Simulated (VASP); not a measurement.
CdO (Monteponite), 2 atoms in the cell. Symmetry: Fm-3m, No. 225, cubic system. The conventional cell has a = 4.699 Å, b = 4.699 Å, c = 4.699 Å, α = 90.00°, β = 90.00°, γ = 90.00°. Within 3.1 Å of Cd (site symmetry m-3m) lie 6 O at 2.35 Å. O (site symmetry m-3m) has 6 Cd at 2.35 Å within 3.1 Å. 

- Program: VASP 6.6.1
- Task: single point
- Functional: RPBE
- Potentials or basis: VASP PAW PBE potentials, release 64 (Cd, O)
- Cutoff: 600 eV
- k mesh: 6 × 6 × 6
- Occupations: fermi-dirac, width 0.1 eV
- Spin: no spin polarisation
- Dipole correction: no
- Further INCAR settings: ALGO = Normal; EDIFF = 1e-06; NBANDS = 16

Potentials or basis: VASP PAW PBE potentials, release 64 (Cd, O).

Run with:

```console
$ cat potpaw_PBE.64/Cd/POTCAR potpaw_PBE.64/O/POTCAR > POTCAR
$ mpirun -np 1 vasp_std > vasp.out
```

Hardware: 1 thread of AMD EPYC 7R13, with other jobs on the host.

Task: Estimate the wall time of this run.

Result: It took 16 s on 1 thread of AMD EPYC 7R13, on a shared host, peak memory 0.13 GiB. Counts: scf iterations 13, k points 16.
